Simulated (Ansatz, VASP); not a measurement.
## One calculation of VWC2, two programs

The input INCAR:

```
  ALGO = Normal
  EDIFF = 1E-6
  ENCUT = 520
  ISIF = 2
  ISMEAR = -1
  ISPIN = 2
  LASPH = True
  LCHARG = False
  LMAXMIX = 4
  LORBIT = 11
  LREAL = False
  LWAVE = False
  MAGMOM = 0 2 0 0
  NBANDS = 30
  NELM = 150
  PREC = Accurate
  SIGMA = 0.05
```

The input KPOINTS:

```
k-points
0
Gamma
  10 10 10
```

File POSCAR:

```
VWC2
1.0
    1.4965380473      0.8640266445      4.8672107864
   -1.4965380473      0.8640266445      4.8672107864
    0.0000000000     -1.7280532889      4.8672107864
W V C
1 1 2
Direct
    0.0000000000      0.0000000000      0.0000000000
    0.5000000000      0.5000000000      0.5000000000
    0.2464940000      0.2464940000      0.2464940000
    0.7535060000      0.7535060000      0.7535060000
```

The input input.yaml:

```yaml
crystal:
  lattice:
    - [1.4965380473, 0.8640266445, 4.8672107864]
    - [-1.4965380473, 0.8640266445, 4.8672107864]
    - [0.0, -1.7280532889, 4.8672107864]
  atoms:
    - { symbol: W, position: [0.0, 0.0, 0.0] }
    - { symbol: V, position: [0.5, 0.5, 0.5], spin: 2.0 }
    - { symbol: C, position: [0.246494, 0.246494, 0.246494] }
    - { symbol: C, position: [0.753506, 0.753506, 0.753506] }
kpoints:
  mp_grid: { grid: [10, 10, 10] }
scf:
  occupations: { method: fermi_dirac, width: 0.05 }
hamiltonian:
  xc: lda
  pseudopotentials: { kind: all_electron, lapw: { basis_error: 0.002 } }
magnetization:
  spin_polarized: true
output:
  forces: true
  stress: true
  eigenvalues: true
```

Change from the starting cell: volume scaled by 0.96.

Alike in both runs: task single point; functional LDA; k mesh 10 × 10 × 10; occupations fermi-dirac, width 0.05 eV; collinear spin.

|  | VASP | Ansatz |
| --- | --- | --- |
| version | VASP 6.6.1 | Ansatz 0.2.0 |
| potentials or method | VASP PAW LDA potentials, release 64 (W_sv, V_sv, C), cutoff 520 eV | all-electron LAPW, scalar-relativistic |

VASP gave:

| Quantity | Value |
| --- | --- |
| gap on the k mesh at the Fermi level (eV) | none |
| pressure (GPa) | -1.5 |
| traceless stress, the component that is largest in VASP (GPa) | -0.55 |
| rms of the force components (eV/Å) | 0.044 |
| net moment per atom (μB) | 0.00 |

Task: Which values does Ansatz return?

Result: gap on the k mesh at the Fermi level (eV): none; pressure (GPa): -3.2; traceless stress, the component that is largest in VASP (GPa): -0.50; rms of the force components (eV/Å): 0.018; net moment per atom (μB): 0.00.

LDA's correlation is that of Perdew and Zunger in VASP and of Perdew and Wang (1992) in Ansatz. Atom by atom the forces differ by 0.027 eV/Å (rms over components). A gap of «none» marks a metal or a gap that the smearing closes. Ansatz ran all-electron here, and VASP with PAW potentials.

Spin-orbit coupling is off throughout.
